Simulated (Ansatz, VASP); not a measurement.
# Two plane-wave programs on PbI2

```xyz
3
Lattice="4.2864 0.0000 0.0000 -2.1432 3.7121 0.0000 0.0000 0.0000 7.8787" Properties=species:S:1:pos:R:3 pbc="T T T"
Pb    0.0000    0.0000    0.0000
I     0.0000    2.4748    2.0879
I     2.1432    1.2374    5.7909
```

Alike in both runs: task single point; functional LDA; k mesh 9 × 9 × 6; occupations gaussian, width 0.05 eV; no spin polarisation.

|  | VASP | Ansatz |
| --- | --- | --- |
| version | VASP 6.6.1 | Ansatz 0.2.0 |
| potentials or method | VASP PAW LDA potentials, release 64 (Pb_d, I), cutoff 500 eV | scalar-relativistic, plane waves, PAW |
| valence electrons in the cell | 28 | 48 |

```tsv
	VASP	Ansatz	Ansatz less VASP
gap on the k mesh at the Fermi level (eV)	2.31	2.32	+0.015
least direct gap on the mesh (eV)	2.43	2.44	+0.009
pressure (GPa)	-1.2	-1.3	-0.05
traceless stress, the component that is largest in VASP (GPa)	-1.88	-1.90	-0.016
rms of the force components (eV/Å)	0.188	0.195	+0.0069
```

LDA's correlation is that of Perdew and Zunger in VASP and of Perdew and Wang (1992) in Ansatz. Atom by atom the forces differ by 0.007 eV/Å (rms over components). VASP's potentials hold 28 valence electrons a cell and Ansatz's 48, so a difference there can come from the potentials and not from the codes.

Neither program's run includes spin-orbit coupling.
